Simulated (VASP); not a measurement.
# In (I4/mmm) in VASP: notebook

In is run at these levels: PBE; tasks: single point.

Program: VASP 6.6.1. These are calculated values, not measurements. Logs are shortened: lines on timing, memory, paths and dates and some standing lists are left out, and cuts for length are marked.

## 1. The cell of the first run

It takes space group I4/mmm (No. 139, tetragonal). The conventional cell has a = 3.316 Å, b = 3.316 Å, c = 5.045 Å, α = 90.00°, β = 90.00°, γ = 90.00°. In (site symmetry 4/mmm) has 12 In at 3.32 to 3.44 Å within 4.4 Å.

## 2. Single point, PBE (volume scaled by 1.06)

INCAR

```
SYSTEM = In
ALGO = Normal
EDIFF = 1E-6
ENCUT = 520
GGA = PE
ISIF = 2
ISMEAR = -1
ISYM = 0
LASPH = .TRUE.
LCHARG = .FALSE.
LREAL = .FALSE.
LWAVE = .FALSE.
NBANDS = 12
NELM = 80
PREC = Accurate
SIGMA = 0.05
```

KPOINTS

```
k-points
0
G
  12 12 14
  0 0 0
```

POSCAR

```
In
1.0
   -1.6580433912      1.6580433912      2.5224711420
    1.6580433912     -1.6580433912      2.5224711420
    1.6580433912      1.6580433912     -2.5224711420
In
1
Direct
    0.0000000000      0.0000000000      0.0000000000
```

Potentials or basis: VASP PAW PBE potentials, release 64 (In_d).

Command:

```sh
$ cat potpaw_PBE.64/In_d/POTCAR > POTCAR
$ mpirun -np 1 vasp_std > vasp.out
```

OUTCAR:

```text
SYSTEM = In
   EDIFF = 1E-6
   ENCUT = 520
   GGA = PE
   ISIF = 2
   ISMEAR = -1
   ISYM = 0
   LASPH = .TRUE.
   LREAL = .FALSE.
   NELM = 80
   PREC = Accurate

 ion  position               nearest neighbor table
   1  0.000  0.000  0.000-

IMPORTANT INFORMATION: All symmetrisations will be switched off!
NOSYMM: (Re-)initialisation of all symmetry stuff for point group C_1.

----------------------------------------------------------------------------------------

                                     Primitive cell

  volume of cell :      27.7382

  direct lattice vectors                    reciprocal lattice vectors
    -1.658043391  1.658043391  2.522471142     0.000000000  0.301560262  0.198218323
     1.658043391 -1.658043391  2.522471142     0.301560262  0.000000000  0.198218323
     1.658043391  1.658043391 -2.522471142     0.301560262  0.301560262  0.000000000

  length of vectors
     3.443991353  3.443991353  3.443991353     0.360872686  0.360872686  0.426470613

  position of ions in fractional coordinates (direct lattice)
     0.000000000  0.000000000  0.000000000

  ion indices of the primitive-cell ions
   primitive index   ion index
                 1           1

----------------------------------------------------------------------------------------

 KPOINTS: k-points

Automatic generation of k-mesh.
 Grid dimensions read from file:
 generate k-points for:   12   12   14

 Generating k-lattice:

  Cartesian coordinates                     Fractional coordinates (reciprocal lattice)
     0.000000000  0.025130022  0.016518194     0.083333333  0.000000000  0.000000000
     0.025130022  0.000000000  0.016518194     0.000000000  0.083333333  0.000000000
     0.021540019  0.021540019  0.000000000     0.000000000  0.000000000  0.071428571

  Length of vectors
     0.030072724  0.030072724  0.030462187

  Shift w.r.t. Gamma in fractional coordinates (k-lattice)
     0.000000000  0.000000000  0.000000000

 -----------------------------------------------------------------------------
|                                                                             |
|           W    W    AA    RRRRR   N    N  II  N    N   GGGG   !!!           |
|           W    W   A  A   R    R  NN   N  II  NN   N  G    G  !!!           |
|           W    W  A    A  R    R  N N  N  II  N N  N  G       !!!           |
|           W WW W  AAAAAA  RRRRR   N  N N  II  N  N N  G  GGG   !            |
|           WW  WW  A    A  R   R   N   NN  II  N   NN  G    G                |
|           W    W  A    A  R    R  N    N  II  N    N   GGGG   !!!           |
[... 70 lines left out ...]
   ISIF   =      2    stress and relaxation
   ISYM   =      0    0-nonsym 1-usesym 2-fastsym
   POTIM  = 0.5000    time-step for ionic-motion
   TEBEG  =    0.0;   TEEND  =   0.0 temperature during run
   PSTRESS=    0.0 pullay stress
   NELECT =      13.0000    total number of electrons
   NUPDOWN=      -1.0000    fix difference up-down
   EMIN   =  10.00;   EMAX   =-10.00  energy-range for DOS
   EFERMI =   0.00;   METHOD = LEGACY
   ISMEAR =    -1;   SIGMA  =   0.05  broadening in eV -4-tet -1-fermi 0-gaus
   EFERMI_NEDOS =   21; number of points for ismear=-14 and -15
   IALGO  =     38    algorithm
   IMIX   =      4    mixing-type and parameters
     AMIX     =   0.40;   BMIX     =  1.00
     AMIX_MAG =   1.60;   BMIX_MAG =  1.00
  volume/ion in A,a.u.               =      27.74       187.19
  Fermi-wavevector in a.u.,A,eV,Ry     =   1.271637  2.403046 22.001459  1.617062
  Thomas-Fermi vector in A             =   2.404560
   LORBIT       =      0    0 simple, 1 ext, 2 COOP (PROOUT), +10 PAW based schemes
   GGA     = PE    functional components
   LHFCALC =     F    Hartree Fock is set to
   AEXX    =    0.0000 exact exchange contribution
   IVDW    =     0    specifies the selected vdW correction
   LEPSILON=     F    determine dielectric tensor
   LRPA    =     F    only Hartree local field effects (RPA)
 non-spin polarized calculation
  energy-cutoff  :      520.00
  volume of cell :       27.74
 maximum number of plane-waves:       759
 NGX is ok and might be reduce to    28
   NGX = 13   NGY = 13   NGZ = 13

 number of electron      12.9999995 magnetization

 Free energy of the ion-electron system (eV)
  ---------------------------------------------------
  ext. energy  EPLUGINS =         0.00000000
  ---------------------------------------------------
  free energy    TOTEN  =        -2.56064700 eV

  energy without entropy =       -2.55641083  energy(sigma->0) =       -2.55852891

 E-fermi :   6.8540     XC(G=0):  -9.9779

 val. band max:        6.8529608514   @ k =  -0.2500   0.0000   0.4286
 cond. band min:       6.8558678260   @ k =   0.3333  -0.4167   0.2143
 fundamental gap:      0.0029069746
 Fermi energy:         6.8539696929

 k-point     1 :       0.0000    0.0000    0.0000
  band No.  band energies     occupation
      1      -7.7634      2.00000
      2      -7.6734      2.00000
      3      -7.6728      2.00000
      4      -7.6051      2.00000
      5      -7.5156      2.00000
      6      -2.2738      2.00000
      7      16.8966      0.00000
      8      16.8970      0.00000
      9      17.0397      0.00000
     10      18.3265      0.00000
     11      20.3309      0.00000
     12      20.4907      0.00000
[... 331 lines left out ...]
 k-point    24 :       0.3333    0.1667    0.0000
  band No.  band energies     occupation
      1      -7.7106      2.00000
      2      -7.6807      2.00000
      3      -7.6328      2.00000
      4      -7.4968      2.00000
      5      -7.4776      2.00000
      6       1.3864      2.00000
      7       6.5844      1.99094
      8      11.2765      0.00000
      9      13.9161      0.00000
     10      16.6992      0.00000
     11      19.6709      0.00000
     12      21.4194      0.00000

 [... further k-points ...]
[... 5 lines left out ...]
  --------------------------------------------------------------------------------------
  -------------------------------------------------------------------------------------
  Total       -0.0672921     -0.0672957     -0.0244627     -0.0183124      0.0218179      0.0218193
  in kB       -3.8868415     -3.8870490     -1.4129814     -1.0577401      1.2602169      1.2603000
  external PRESSURE =      -3.0622906 kB  Pullay stress =       0.0000000 kB

 VOLUME and BASIS-vectors are now :
 -----------------------------------------------------------------------------
  energy-cutoff  :      520.00
  volume of cell :       27.74
      direct lattice vectors                 reciprocal lattice vectors
    -1.658043391  1.658043391  2.522471142     0.000000000  0.301560262  0.198218323
     1.658043391 -1.658043391  2.522471142     0.301560262  0.000000000  0.198218323
     1.658043391  1.658043391 -2.522471142     0.301560262  0.301560262  0.000000000

 POSITION                                       TOTAL-FORCE (eV/Angst)
 -----------------------------------------------------------------------------------
      0.00000      0.00000      0.00000         0.000001     -0.000000      0.000002
 -----------------------------------------------------------------------------------
    total drift:                                0.000001     -0.000000      0.000002

  FREE ENERGIE OF THE ION-ELECTRON SYSTEM (eV)
  ---------------------------------------------------
  free  energy   TOTEN  =        -2.5606470001 eV

  energy  without entropy=       -2.5564108264  energy(sigma->0) =       -2.55852891
```

Wall time 3.5 min (1 thread of Intel Xeon Platinum 8488C (Sapphire Rapids), shared host); peak memory 0.41 GiB.

Results:

- Free energy: -2.5606 eV
- Pressure: -0.3 GPa

Levels at points of the mesh, in eV from the Fermi level:
```tsv
k point	band 4	band 5	band 6	band 7	band 8	band 9
(0.00, 0.00, 0.00)	-14.46	-14.37	-9.13	10.04	10.04	10.19
(0.50, 0.00, 0.00)	-14.29	-14.26	-4.25	-3.10	7.22	8.73
(0.00, 0.50, 0.00)	-14.29	-14.26	-4.25	-3.10	7.22	8.73
(0.50, 0.50, 0.00)	-14.28	-14.20	-1.77	-1.76	3.43	3.87
(0.00, 0.00, 0.50)	-14.28	-14.20	-1.77	-1.76	3.43	3.87
(0.50, 0.00, 0.50)	-14.30	-14.26	-4.25	-3.10	7.22	8.73
(0.00, 0.50, 0.50)	-14.30	-14.26	-4.25	-3.10	7.22	8.73
(0.50, 0.50, 0.50)	-14.26	-14.25	-2.96	-2.44	4.59	4.59
```

Caveat: spin-orbit coupling is left out, which moves the levels of the heavy elements.

## 3. Single point, PBE (equal xx and yy strain of +2 %)

INCAR

```
PREC = Accurate ; ENCUT = 520
EDIFF = 1E-7 ; ISMEAR = -1
SIGMA = 0.05 ; LREAL = False
LASPH = True ; NELM = 80
ALGO = Normal ; ISIF = 2
LWAVE = False ; LCHARG = False
GGA = PE ; NBANDS = 12
ISYM = 0
```

KPOINTS

```
regular mesh
0
Gamma
  12 12 14
```

POSCAR

```
In
1.0
   -1.6586730000      1.6586730000      2.4739500000
    1.6586730000     -1.6586730000      2.4739500000
    1.6586730000      1.6586730000     -2.4739500000
In
1
Direct
    0.0000000000      0.0000000000      0.0000000000
```

Potentials or basis: VASP PAW PBE potentials, release 64 (In_d).

Command:

```sh
$ cat potpaw_PBE.64/In_d/POTCAR > POTCAR
$ mpirun -np 1 vasp_std > vasp.out
```

Wall time 5.4 min (1 thread of Oxide Virtual Turin-like, shared host); peak memory 0.38 GiB.

It converged, with:

| Property | Result |
| --- | --- |
| Free energy | -2.5596 eV |
| Pressure | 0.4 GPa |

Stress tensor (GPa, compression positive):
```
 0.28 -0.07  0.21
-0.07  0.28  0.21
 0.21  0.21  0.51
```

Levels at points of the mesh, in eV from the Fermi level:
| k point | band 2 | band 3 | band 4 | band 5 | band 6 | band 7 | band 8 | band 9 | band 10 | band 11 |
| --- | --- | --- | --- | --- | --- | --- | --- | --- | --- | --- |
| (0.00, 0.00, 0.00) | -14.56 | -14.56 | -14.47 | -14.40 | -9.26 | 10.20 | 10.20 | 10.32 | 11.48 | 13.63 |
| (0.50, 0.00, 0.00) | -14.60 | -14.55 | -14.30 | -14.28 | -4.28 | -3.19 | 7.56 | 8.66 | 10.91 | 11.47 |
| (0.00, 0.50, 0.00) | -14.60 | -14.55 | -14.30 | -14.28 | -4.28 | -3.19 | 7.56 | 8.66 | 10.91 | 11.47 |
| (0.50, 0.50, 0.00) | -14.69 | -14.31 | -14.28 | -14.22 | -1.90 | -1.85 | 3.59 | 3.90 | 6.92 | 7.27 |
| (0.00, 0.00, 0.50) | -14.69 | -14.31 | -14.28 | -14.22 | -1.90 | -1.85 | 3.59 | 3.90 | 6.92 | 7.27 |
| (0.50, 0.00, 0.50) | -14.60 | -14.55 | -14.30 | -14.28 | -4.28 | -3.19 | 7.57 | 8.66 | 10.91 | 11.47 |
| (0.00, 0.50, 0.50) | -14.60 | -14.55 | -14.30 | -14.28 | -4.28 | -3.19 | 7.57 | 8.66 | 10.91 | 11.47 |
| (0.50, 0.50, 0.50) | -14.69 | -14.30 | -14.26 | -14.26 | -2.74 | -2.40 | 4.45 | 4.45 | 7.75 | 7.86 |

Caveat: the cell differs from its parent crystal (equal xx and yy strain of +2 %); spin-orbit coupling is left out, which moves the levels of the heavy elements.

## 4. Single point, PBE (volume scaled by 1.02)

INCAR

```
ALGO = Normal
EDIFF = 1E-7
ENCUT = 520
GGA = PE
ISIF = 2
ISMEAR = -1
ISYM = 0
LASPH = T
LCHARG = F
LREAL = F
LWAVE = F
NBANDS = 12
NELM = 100
PREC = Accurate
SIGMA = 0.05
```

KPOINTS

```
k-points
0
Gamma
  12 12 14
```

POSCAR

```
In
1.0
   -1.6369195191      1.6369195191      2.4903342523
    1.6369195191     -1.6369195191      2.4903342523
    1.6369195191      1.6369195191     -2.4903342523
In
1
Direct
    0.0000000000      0.0000000000      0.0000000000
```

Potentials or basis: VASP PAW PBE potentials, release 64 (In_d).

Command:

```sh
$ cat potpaw_PBE.64/In_d/POTCAR > POTCAR
$ mpirun -np 1 vasp_std > vasp.out
```

OUTCAR:

```text
EDIFF = 1E-7
   ENCUT = 520
   GGA = PE
   ISIF = 2
   ISMEAR = -1
   ISYM = 0
   LASPH = T
   LREAL = F
   NELM = 100
   PREC = Accurate

 ion  position               nearest neighbor table
   1  0.000  0.000  0.000-

IMPORTANT INFORMATION: All symmetrisations will be switched off!
NOSYMM: (Re-)initialisation of all symmetry stuff for point group C_1.

----------------------------------------------------------------------------------------

                                     Primitive cell
[... 518 lines left out ...]
      6       1.6814      2.00000
      7       6.9996      1.99292
      8      11.8388      0.00000
      9      14.5413      0.00000
     10      17.3059      0.00000
     11      20.3811      0.00000
     12      22.1700      0.00000

 [... further k-points ...]
[... 5 lines left out ...]
  --------------------------------------------------------------------------------------
  -------------------------------------------------------------------------------------
  Total        0.1749827      0.1749823      0.2199858     -0.0294486      0.0273578      0.0273572
  in kB       10.5034874     10.5034625     13.2048333     -1.7676753      1.6421779      1.6421382
  external PRESSURE =      11.4039277 kB  Pullay stress =       0.0000000 kB

 VOLUME and BASIS-vectors are now :
 -----------------------------------------------------------------------------
  energy-cutoff  :      520.00
  volume of cell :       26.69
      direct lattice vectors                 reciprocal lattice vectors
    -1.636919519  1.636919519  2.490334252     0.000000000  0.305451792  0.200776261
     1.636919519 -1.636919519  2.490334252     0.305451792  0.000000000  0.200776261
     1.636919519  1.636919519 -2.490334252     0.305451792  0.305451792  0.000000000

 POSITION                                       TOTAL-FORCE (eV/Angst)
 -----------------------------------------------------------------------------------
      0.00000      0.00000      0.00000         0.000000      0.000001     -0.000000
 -----------------------------------------------------------------------------------
    total drift:                                0.000000      0.000001     -0.000000

  FREE ENERGIE OF THE ION-ELECTRON SYSTEM (eV)
  ---------------------------------------------------
  free  energy   TOTEN  =        -2.5575905348 eV

  energy  without entropy=       -2.5534268097  energy(sigma->0) =       -2.55550867
```

OSZICAR:

```text
N       E                     dE             d eps       ncg     rms          rms(c)
DAV:   1     0.784178831403E+02    0.78418E+02   -0.62530E+03 24604   0.135E+03
DAV:   2     0.123765148056E+01   -0.77180E+02   -0.75219E+02 25440   0.291E+02
DAV:   3    -0.249452324468E+01   -0.37322E+01   -0.37207E+01 28864   0.644E+01
DAV:   4    -0.257974583070E+01   -0.85223E-01   -0.85197E-01 30556   0.973E+00
DAV:   5    -0.258361713415E+01   -0.38713E-02   -0.38712E-02 33800   0.183E+00    0.220E+00
DAV:   6    -0.256195460930E+01    0.21663E-01   -0.34975E-02 31008   0.379E+00    0.110E+00
DAV:   7    -0.255782233395E+01    0.41323E-02   -0.11057E-02 31756   0.196E+00    0.249E-01
DAV:   8    -0.255758320800E+01    0.23913E-03   -0.87264E-04 34100   0.490E-01    0.321E-02
DAV:   9    -0.255758979075E+01   -0.65827E-05   -0.12121E-05 33384   0.475E-02    0.148E-02
DAV:  10    -0.255759054373E+01   -0.75298E-06   -0.12847E-06 27216   0.114E-02    0.164E-03
DAV:  11    -0.255759053484E+01    0.88908E-08   -0.38282E-08 21356   0.191E-03
   1 F= -.25575905E+01 E0= -.25555087E+01  d E =-.416373E-02
```

Run time: 4 min. Hardware: 1 thread of Oxide Virtual Turin-like, shared host; peak memory 0.38 GiB.

What came out:

| Quantity | Value |
| --- | --- |
| Free energy | -2.5576 eV |
| Pressure | 1.1 GPa |

Stress tensor (GPa, compression positive):
```
 1.05 -0.18  0.16
-0.18  1.05  0.16
 0.16  0.16  1.32
```

Levels at points of the mesh, in eV from the Fermi level:
```
           k point  band 2  band 3  band 4  band 5  band 6  band 7  band 8  band 9  band 10  band 11
(0.00, 0.00, 0.00)  -14.57  -14.57  -14.49  -14.39   -9.39   10.38   10.38   10.54    11.55    13.79
(0.50, 0.00, 0.00)  -14.63  -14.55  -14.31  -14.27   -4.28   -3.27    7.44    9.02    11.07    11.30
(0.00, 0.50, 0.00)  -14.63  -14.55  -14.31  -14.27   -4.28   -3.27    7.44    9.02    11.07    11.30
(0.50, 0.50, 0.00)  -14.72  -14.31  -14.29  -14.21   -1.88   -1.68    3.50    3.93     6.93     7.28
(0.00, 0.00, 0.50)  -14.72  -14.31  -14.29  -14.21   -1.88   -1.68    3.50    3.93     6.93     7.28
(0.50, 0.00, 0.50)  -14.63  -14.55  -14.31  -14.27   -4.28   -3.27    7.44    9.02    11.07    11.30
(0.00, 0.50, 0.50)  -14.63  -14.55  -14.31  -14.27   -4.28   -3.27    7.44    9.02    11.07    11.30
(0.50, 0.50, 0.50)  -14.71  -14.29  -14.26  -14.26   -2.93   -2.58    4.69    4.69     8.09     8.11
```

Caveat: spin-orbit coupling is left out, which moves the levels of the heavy elements.

## 5. The runs side by side

```csv
cell,gap on the mesh (eV),pressure (GPa)
"a = 3.444 Å, angles 122.4, 122.4, 85.8°, 1 atom",none,-0.3
"a = 3.409 Å, angles 121.8, 121.8, 87.0°, 1 atom",none,0.4
"a = 3.400 Å, angles 122.4, 122.4, 85.8°, 1 atom",none,1.1
```

Alike in all rows: task single point; level PBE; potentials or basis VASP PAW PBE potentials, release 64 (In_d); no spin polarisation; k mesh 12 × 12 × 14; cutoff (eV) 520; smearing fermi-dirac 0.05 eV.

Caveats: spin-orbit coupling is left out, which moves the levels of the heavy elements.

Absolute energies hang on the potentials; compare differences alone.
